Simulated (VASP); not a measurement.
Input of a VASP 6.6.1 run:

Contents of INCAR:

```
SYSTEM = TiN
PREC = Accurate
ENCUT = 520
EDIFF = 1E-6
ISMEAR = 0
SIGMA = 0.1
LREAL = .FALSE.
LASPH = .TRUE.
NELM = 150
ALGO = Normal
ISIF = 2
LWAVE = .FALSE.
LCHARG = .FALSE.
ISPIN = 2
MAGMOM = 1 0
LORBIT = 11
LMAXMIX = 4
GGA = PE
NBANDS = 20
```

Contents of KPOINTS:

```
regular mesh
0
G
  8 8 8
  0 0 0
```

POSCAR

```
TiN
1.0
    0.0000000000      2.1360374309      2.1360374309
    2.1360374309      0.0000000000      2.1360374309
    2.1360374309      2.1360374309      0.0000000000
Ti N
1 1
Direct
    0.0000000000      0.0000000000      0.0000000000
    0.5000000000      0.5000000000      0.5000000000
```

Potentials or basis: VASP PAW PBE potentials, release 64 (Ti_sv, N).

Launch:

```console
$ cat potpaw_PBE.64/Ti_sv/POTCAR potpaw_PBE.64/N/POTCAR > POTCAR
$ mpirun -np 1 vasp_std > vasp.out
```

Q: What does it give for the pressure?

A: -4.1 GPa.

Q: What does it give for the net moment?

A: 0.00 μB per cell.
